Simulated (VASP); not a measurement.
**C: single point with revPBE**

Crystal: C.

```xyz
1
Lattice="0.0000 1.5071 1.5071 1.5071 0.0000 1.5071 1.5071 1.5071 0.0000" Properties=species:S:1:pos:R:3 pbc="T T T"
C     0.0000    0.0000    0.0000
```

This cell differs from its parent crystal: volume scaled by 0.92.

```yaml
Program: VASP 6.6.1
Task: single point
Functional: revPBE
Potentials_or_basis: VASP PAW PBE potentials, release 64 (C)
Cutoff: 520 eV
k_mesh: 20 × 20 × 20
Occupations: fermi-dirac, width 0.1 eV
Spin: no spin polarisation
Dipole_correction: no
Further_INCAR_settings: ALGO = Normal; EDIFF = 1e-06; NBANDS = 8
```

```json
{
  "Pressure": "14.2 GPa",
  "Band gap on the k mesh": "zero (band 2 reaches 17.14 eV, above the bottom of band 3 at 4.74 eV)"
}
```

Levels at points of the mesh, in eV from the Fermi level:
| k point | band 1 | band 2 | band 3 | band 4 | band 5 | band 6 |
| --- | --- | --- | --- | --- | --- | --- |
| (0.00, 0.00, 0.00) | -19.66 | 8.59 | 8.59 | 8.59 | 30.84 | 30.84 |
| (0.50, 0.00, 0.00) | -9.68 | -9.27 | 6.73 | 6.73 | 25.80 | 28.16 |
| (0.50, 0.50, 0.00) | -7.26 | -5.46 | 2.38 | 2.38 | 15.21 | 16.50 |

It took 3.6 s on 1 thread of Intel Xeon 6975P-C, on a shared host, peak memory 0.11 GiB.

Caveat: the PAW data sets were made with another functional, which shifts forces and pressure a little.
